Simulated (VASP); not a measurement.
GaP2, 6 atoms in the cell. It takes space group Pnnm (No. 58, orthorhombic). Conventional cell: a = 5.050 Å, b = 6.100 Å, c = 3.620 Å, α = 90.00°, β = 90.00°, γ = 90.00°. Ga (site symmetry 2/m) has 6 P at 2.47 to 2.57 Å within 3.3 Å. Within 3.0 Å of P (site symmetry m) lie 1 P at 2.26 Å and 3 Ga at 2.47 to 2.57 Å. 

- Program: VASP 6.6.1
- Task: relaxation of cell and atoms
- Functional: PBE
- Potentials or basis: VASP PAW PBE potentials, release 64 (Ga_d, P)
- Cutoff: 600 eV
- k mesh: 3 × 3 × 5
- Occupations: gaussian, width 0.2 eV
- Spin: no spin polarisation
- Dipole correction: no
- Further INCAR settings: ALGO = Normal; EDIFF = 1e-07; IBRION = 2; EDIFFG = -0.08; NSW = 36; ISIF = 3

Potentials or basis: VASP PAW PBE potentials, release 64 (Ga_d, P).

Command:

```console
$ cat potpaw_PBE.64/Ga_d/POTCAR potpaw_PBE.64/P/POTCAR > POTCAR
$ mpirun -np 1 vasp_std > vasp.out
```

Hardware: 1 thread of Intel(R) Xeon(R) 6975P-C (Granite Rapids) (shared host).

Q: Estimate the wall time of this run.

A: Run time: 88 s on 1 thread of Intel(R) Xeon(R) 6975P-C (Granite Rapids) (shared host), peak memory 0.25 GiB. Counts: scf iterations 66, k points 12, ion steps 7.
